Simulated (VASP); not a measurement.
# CdSe (F-43m) in VASP: notebook, part 2 of 2

VASP 6.6.1. The steps go on from the part before.

### Step 3. Single point, LDA

File INCAR:

```
PREC = Accurate
ENCUT = 520
EDIFF = 1E-6
ISMEAR = -1
SIGMA = 0.1
LREAL = F
LASPH = T
NELM = 60
ALGO = Normal
ISIF = 2
LWAVE = F
LCHARG = F
NBANDS = 16
```

File KPOINTS:

```
regular mesh
0
Gamma
  14 14 14
```

File POSCAR:

```
CdSe
1.0
    0.0000000000      3.0039652174      3.0039652174
    3.0039652174      0.0000000000      3.0039652174
    3.0039652174      3.0039652174      0.0000000000
Cd Se
1 1
Direct
    0.0000000000      0.0000000000      0.0000000000
    0.7500000000      0.7500000000      0.7500000000
```

Potentials or basis: VASP PAW LDA potentials, release 64 (Cd, Se).

Command:

```sh
> cat potpaw_LDA.64/Cd/POTCAR potpaw_LDA.64/Se/POTCAR > POTCAR
> mpirun -np 1 vasp_std > vasp.out
```

OUTCAR:

```text
PREC = Accurate
   ENCUT = 520
   EDIFF = 1E-6
   ISMEAR = -1
   LREAL = F
   LASPH = T
   NELM = 60
   ISIF = 2

 ion  position               nearest neighbor table
   1  0.000  0.000  0.000-   2 2.60   2 2.60   2 2.60   2 2.60
   2  0.750  0.750  0.750-   1 2.60   1 2.60   1 2.60   1 2.60

  LATTYP: Found a face centered cubic cell.
 ALAT       =     6.0079304348

  Lattice vectors:

 A1 = (   0.0000000000,   3.0039652174,   3.0039652174)
 A2 = (   3.0039652174,   0.0000000000,   3.0039652174)
 A3 = (   3.0039652174,   3.0039652174,   0.0000000000)

Analysis of symmetry for initial positions (statically):
=====================================================================
 Subroutine PRICEL returns:
 Original cell was already a primitive cell.

 Routine SETGRP: Setting up the symmetry group for a
 face centered cubic supercell.

 Subroutine GETGRP returns: Found 24 space group operations
 (whereof 24 operations were pure point group operations)
 out of a pool of 48 trial point group operations.

The static configuration has the point symmetry T_d .

Analysis of symmetry for dynamics (positions and initial velocities):
=====================================================================
 Subroutine PRICEL returns:
 Original cell was already a primitive cell.

 Routine SETGRP: Setting up the symmetry group for a
 face centered cubic supercell.

 Subroutine GETGRP returns: Found 24 space group operations
 (whereof 24 operations were pure point group operations)
 out of a pool of 48 trial point group operations.

The dynamic configuration has the point symmetry T_d .

 Subroutine INISYM returns: Found 24 space group operations
 (whereof 24 operations are pure point group operations),
 and found     1 'primitive' translations

----------------------------------------------------------------------------------------

                                     Primitive cell

  volume of cell :      54.2144

  direct lattice vectors                    reciprocal lattice vectors
     0.000000000  3.003965217  3.003965217    -0.166446668  0.166446668  0.166446668
     3.003965217  0.000000000  3.003965217     0.166446668 -0.166446668  0.166446668
     3.003965217  3.003965217  0.000000000     0.166446668  0.166446668 -0.166446668

  length of vectors
     4.248248351  4.248248351  4.248248351     0.288294085  0.288294085  0.288294085

  position of ions in fractional coordinates (direct lattice)
     0.000000000  0.000000000  0.000000000
     0.750000000  0.750000000  0.750000000

  ion indices of the primitive-cell ions
   primitive index   ion index
                 1           1
                 2           2

----------------------------------------------------------------------------------------

 KPOINTS: regular mesh

Automatic generation of k-mesh.
 Grid dimensions read from file:
 generate k-points for:   14   14   14

 Generating k-lattice:

  Cartesian coordinates                     Fractional coordinates (reciprocal lattice)
    -0.011889048  0.011889048  0.011889048     0.071428571  0.000000000  0.000000000
     0.011889048 -0.011889048  0.011889048     0.000000000  0.071428571  0.000000000
     0.011889048  0.011889048 -0.011889048     0.000000000  0.000000000  0.071428571

  Length of vectors
     0.020592435  0.020592435  0.020592435

  Shift w.r.t. Gamma in fractional coordinates (k-lattice)
     0.000000000  0.000000000  0.000000000

 Subroutine IBZKPT returns following result:
 ===========================================

 Found    104 irreducible k-points:

 Following reciprocal coordinates:
            Coordinates               Weight
  0.000000  0.000000  0.000000      1.000000
  0.071429  0.000000  0.000000      8.000000
  0.142857  0.000000  0.000000      8.000000
  0.214286  0.000000  0.000000      8.000000
  0.285714  0.000000  0.000000      8.000000
  0.357143  0.000000  0.000000      8.000000
[... 16 lines left out ...]
  0.214286  0.142857  0.000000     24.000000
  0.285714  0.142857  0.000000     24.000000
 [... further k-points ...]
   k-points           NKPTS =    104   k-points in BZ     NKDIM =    104   number of bands    NBANDS=     16
   number of dos      NEDOS =    301   number of ions     NIONS =      2
   total plane-waves  NPLWV =  32768
   dimension x,y,z NGX =    32 NGY =   32 NGZ =   32
   dimension x,y,z NGXF=    64 NGYF=   64 NGZF=   64
   ions per type =               1   1
   NGX,Y,Z   is equivalent  to a cutoff of  12.52, 12.52, 12.52 a.u.
   NGXF,Y,Z  is equivalent  to a cutoff of  25.05, 25.05, 25.05 a.u.
 SYSTEM =  unknown system
   PREC   = accura    normal or accurate (medium, high low for compatibility)
   ISTART =      0    job   : 0-new  1-cont  2-samecut
   ICHARG =      2    charge: 1-file 2-atom 10-const
   ISPIN  =      1    spin polarized calculation?
   LNONCOLLINEAR =      F non collinear calculations
   LSORBIT =      F    spin-orbit coupling
   LASPH  =      T    aspherical Exc in radial PAW
   ENCUT  =  520.0 eV  38.22 Ry    6.18 a.u.   7.90  7.90  7.90*2*pi/ulx,y,z
   NELM   =     60;   NELMIN=  2; NELMDL= -5     # of ELM steps
   EDIFF  = 0.1E-05   stopping-criterion for ELM
   LREAL  =      F    real-space projection
   EDIFFG = 0.1E-04   stopping-criterion for IOM
   NSW    =      0    number of steps for IOM
   IBRION =     -1    ionic relax: 0-MD 1-quasi-New 2-CG
   NFREE  =      0    steps in history (QN), initial steepest desc. (CG)
   ISIF   =      2    stress and relaxation
   ISYM   =      2    0-nonsym 1-usesym 2-fastsym
   POTIM  = 0.5000    time-step for ionic-motion
   TEBEG  =    0.0;   TEEND  =   0.0 temperature during run
   PSTRESS=    0.0 pullay stress
   NELECT =      18.0000    total number of electrons
   NUPDOWN=      -1.0000    fix difference up-down
   EMIN   =  10.00;   EMAX   =-10.00  energy-range for DOS
   EFERMI =   0.00;   METHOD = LEGACY
   ISMEAR =    -1;   SIGMA  =   0.10  broadening in eV -4-tet -1-fermi 0-gaus
   EFERMI_NEDOS =   21; number of points for ismear=-14 and -15
   IALGO  =     38    algorithm
   IMIX   =      4    mixing-type and parameters
     AMIX     =   0.40;   BMIX     =  1.00
     AMIX_MAG =   1.60;   BMIX_MAG =  1.00
  volume/ion in A,a.u.               =      27.11       182.93
  Fermi-wavevector in a.u.,A,eV,Ry     =   1.133602  2.142198 17.484227  1.285054
  Thomas-Fermi vector in A             =   2.270305
   LORBIT       =      0    0 simple, 1 ext, 2 COOP (PROOUT), +10 PAW based schemes
   GGA     = CA    functional components
   LHFCALC =     F    Hartree Fock is set to
   AEXX    =    0.0000 exact exchange contribution
   IVDW    =     0    specifies the selected vdW correction
   LEPSILON=     F    determine dielectric tensor
   LRPA    =     F    only Hartree local field effects (RPA)
 non-spin polarized calculation
  energy-cutoff  :      520.00
  volume of cell :       54.21
 maximum number of plane-waves:      1476
   NGX = 15   NGY = 15   NGZ = 15

 number of electron      17.9999994 magnetization

 Free energy of the ion-electron system (eV)
  ---------------------------------------------------
  ext. energy  EPLUGINS =         0.00000000
  ---------------------------------------------------
  free energy    TOTEN  =        -6.76267672 eV

  energy without entropy =       -6.76235382  energy(sigma->0) =       -6.76251527

 E-fermi :   1.5559     XC(G=0):  -9.4548

 val. band max:        1.1203730920   @ k =   0.0000   0.0000   0.0000
 cond. band min:       1.5594099169   @ k =   0.0000   0.0000   0.0000
 fundamental gap:      0.4390368249
 Fermi energy:         1.5559438377

 k-point     1 :       0.0000    0.0000    0.0000
  band No.  band energies     occupation
      1     -11.7422      2.00000
      2      -6.9670      2.00000
      3      -6.9670      2.00000
      4      -6.9670      2.00000
      5      -6.5459      2.00000
      6      -6.5459      2.00000
[... 8 lines left out ...]
     15      12.2982      0.00000
     16      12.2982      0.00000

 k-point     2 :       0.0714    0.0000    0.0000
  band No.  band energies     occupation
      1     -11.7222      2.00000
      2      -6.9604      2.00000
      3      -6.9604      2.00000
      4      -6.9518      2.00000
      5      -6.5465      2.00000
      6      -6.5465      2.00000
[... 8 lines left out ...]
     15      11.8241      0.00000
     16      11.8241      0.00000
[... 387 lines left out ...]
      5      -6.5659      2.00000
      6      -6.5278      2.00000
[... 8 lines left out ...]
     15      12.3504      0.00000
     16      12.8643      0.00000

 k-point    24 :       0.2857    0.1429    0.0000
  band No.  band energies     occupation
      1     -11.4986      2.00000
      2      -6.8869      2.00000
      3      -6.8649      2.00000
      4      -6.7534      2.00000
      5      -6.5564      2.00000
      6      -6.5219      2.00000
[... 8 lines left out ...]
     15      12.3352      0.00000
     16      12.6311      0.00000

 [... further k-points ...]
[... 5 lines left out ...]
  --------------------------------------------------------------------------------------
  -------------------------------------------------------------------------------------
  Total        0.1642593      0.1642593      0.1642593      0.0000000     -0.0000000      0.0000000
  in kB        4.8542907      4.8542907      4.8542907      0.0000000     -0.0000000      0.0000000
  external PRESSURE =       4.8542907 kB  Pullay stress =       0.0000000 kB

 VOLUME and BASIS-vectors are now :
 -----------------------------------------------------------------------------
  energy-cutoff  :      520.00
  volume of cell :       54.21
      direct lattice vectors                 reciprocal lattice vectors
     0.000000000  3.003965217  3.003965217    -0.166446668  0.166446668  0.166446668
     3.003965217  0.000000000  3.003965217     0.166446668 -0.166446668  0.166446668
     3.003965217  3.003965217  0.000000000     0.166446668  0.166446668 -0.166446668

 POSITION                                       TOTAL-FORCE (eV/Angst)
 -----------------------------------------------------------------------------------
      0.00000      0.00000      0.00000         0.000000      0.000000      0.000000
      4.50595      4.50595      4.50595        -0.000000     -0.000000     -0.000000
 -----------------------------------------------------------------------------------
    total drift:                               -0.000000     -0.000000      0.000000

  FREE ENERGIE OF THE ION-ELECTRON SYSTEM (eV)
  ---------------------------------------------------
  free  energy   TOTEN  =        -6.7626767154 eV

  energy  without entropy=       -6.7623538169  energy(sigma->0) =       -6.76251527
```

OSZICAR:

```text
N       E                     dE             d eps       ncg     rms          rms(c)
DAV:   1     0.106805586244E+03    0.10681E+03   -0.88413E+03  3424   0.101E+03
DAV:   2    -0.315304219201E+01   -0.10996E+03   -0.10369E+03  4048   0.251E+02
DAV:   3    -0.711647544493E+01   -0.39634E+01   -0.39571E+01  3984   0.494E+01
DAV:   4    -0.713291031491E+01   -0.16435E-01   -0.16434E-01  4208   0.320E+00
DAV:   5    -0.713301284825E+01   -0.10253E-03   -0.10253E-03  4136   0.216E-01    0.675E+00
DAV:   6    -0.679345408076E+01    0.33956E+00   -0.50977E-01  5064   0.931E+00    0.523E+00
DAV:   7    -0.676590900313E+01    0.27545E-01   -0.12294E-01  4176   0.247E+00    0.218E+00
DAV:   8    -0.676297671868E+01    0.29323E-02   -0.13137E-02  3696   0.144E+00    0.217E-01
DAV:   9    -0.676268590357E+01    0.29082E-03   -0.13582E-03  4240   0.515E-01    0.417E-02
DAV:  10    -0.676267255835E+01    0.13345E-04   -0.11365E-04  3936   0.147E-01    0.328E-02
DAV:  11    -0.676267709838E+01   -0.45400E-05   -0.16398E-05  4224   0.349E-02    0.117E-02
DAV:  12    -0.676267671538E+01    0.38300E-06   -0.11866E-06  2680   0.161E-02
   1 F= -.67626767E+01 E0= -.67625153E+01  d E =-.322899E-03
```

It took 22 s on 1 thread of Intel Xeon 6975P-C (Granite Rapids), shared host; peak memory 0.21 GiB.

What came out:

* Free energy: -6.7627 eV
* Pressure: 0.5 GPa
* Band gap on the k mesh: 0.44 eV, direct

As with any semilocal functional, this LDA gap is likely too small.
